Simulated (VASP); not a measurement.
Set up this calculation in VASP 6.6.1, as the native input.

```
Task                   : single point
Functional             : revPBE
Dispersion             : D3(BJ)
Potentials or basis    : VASP PAW PBE potentials, release 64 (N, B)
Cutoff                 : 520 eV
k mesh                 : 10 × 10 × 10
Occupations            : fermi-dirac, width 0.1 eV
Spin                   : collinear spin, zero start
Starting moments       : [0.0, 0.0] μB
Dipole correction      : no
Further INCAR settings : ALGO = Normal; EDIFF = 1e-06; NBANDS = 15
```

The structure of BN lies in POSCAR:

```
BN
1.0
    0.0000000000      1.8130010000      1.8130010000
    1.8130010000      0.0000000000      1.8130010000
    1.8130010000      1.8130010000      0.0000000000
N B
1 1
Direct
    0.2464314707      0.2322772076      0.2723500998
   -0.0037314707     -0.0175402076      0.0222929002
```

This cell differs from its parent crystal: atoms moved at random.

These files were run (other wordings do the same):

INCAR

```
SYSTEM = BN
PREC     = Accurate       ! precision mode
ENCUT    = 520            ! plane-wave cutoff, eV
EDIFF    = 1E-6           ! SCF threshold, eV
ISMEAR   = -1             ! smearing method
SIGMA    = 0.1            ! smearing width, eV
LREAL    = .False.        ! projectors in reciprocal space
LASPH    = .True.         ! aspherical terms in the spheres
NELM     = 150            ! most SCF steps
ALGO     = Normal         ! electronic algorithm
ISIF     = 2              ! what is computed and relaxed
LWAVE    = .False.        ! write WAVECAR
LCHARG   = .False.        ! write CHGCAR
ISPIN    = 2              ! spin polarisation
MAGMOM   = 0 0            ! initial moments
LORBIT   = 11             ! projections on sites
GGA      = RE             ! functional
IVDW     = 12             ! dispersion correction
NBANDS   = 15             ! bands
```

KPOINTS

```
Automatic mesh
0
Gamma
  10 10 10
  0 0 0
```

Potentials or basis: VASP PAW PBE potentials, release 64 (N, B).

Command:

```console
$ cat potpaw_PBE.64/N/POTCAR potpaw_PBE.64/B/POTCAR > POTCAR
$ mpirun -np 1 vasp_std > vasp.out
```

Results of the run:

```
Pressure                                              : -7.2 GPa
Largest force                                         : 0.011 eV/Å
Band gap on the k mesh                                : 4.46 eV (least direct gap 8.81 eV)
Net moment                                            : 0.00 μB per cell
Valence electrons inside the program's atomic spheres : N 3.97; B 2.02
Dispersion energy per atom                            : -0.427 eV
```

Caveat: the cell differs from its parent crystal (atoms moved at random); the cell stands under tension; the PAW data sets were made with another functional, which shifts forces and pressure a little.

It took 87 s on 1 thread of AMD EPYC 9R45 96-Core Processor (Zen 5), on a shared host, peak memory 0.21 GiB.
